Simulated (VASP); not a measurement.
Runs of VASP 6.6.1 on Tl2B6Te. The structure is that of space group Fm-3m (No. 225), or close to it. The cells are those of the table. 

```tsv
task	cell	k mesh	cutoff (eV)	gap on the mesh (eV)	pressure (GPa)	relaxed volume (Å³/atom)	largest force (eV/Å)
single point	a = 5.889 Å, angles 60.0°, 9 atoms	4 × 4 × 4	520	none	0.0	-	0.03
relaxation of cell and atoms	relaxed from a = 5.989 Å, angles 60.0°, 9 atoms	4 × 4 × 4	600	none	0.1	15.99	0.02
single point	a = 5.989 Å, angles 60.0°, 9 atoms	4 × 4 × 4	520	none	5.8	-	(a)
single point	a = 5.872 Å, angles 60.0°, 9 atoms	8 × 8 × 8	520	none	0.0	-	0.02
relaxation of cell and atoms	relaxed from a = 5.889 Å, angles 60.0°, 9 atoms	8 × 8 × 8	600	none	0.0	(b)	-
```

Alike in all rows: level PBE; potentials or basis VASP PAW PBE potentials, release 64 (Tl_d, B, Te); no spin polarisation; smearing gaussian 0.1 eV.

Question: Fill in the values left out.

Answer: (a) 3.73; (b) 15.89.

Caveats: spin-orbit coupling is left out, which moves the levels of the heavy elements; forces of over 1 eV/Å act on the atoms, so gaps and moduli don't describe the material at rest (some runs).

A k mesh can miss the band edges, and the runs leave out spin-orbit coupling on Te, Tl.

A gap of «none» marks levels without a gap at the run's occupations.
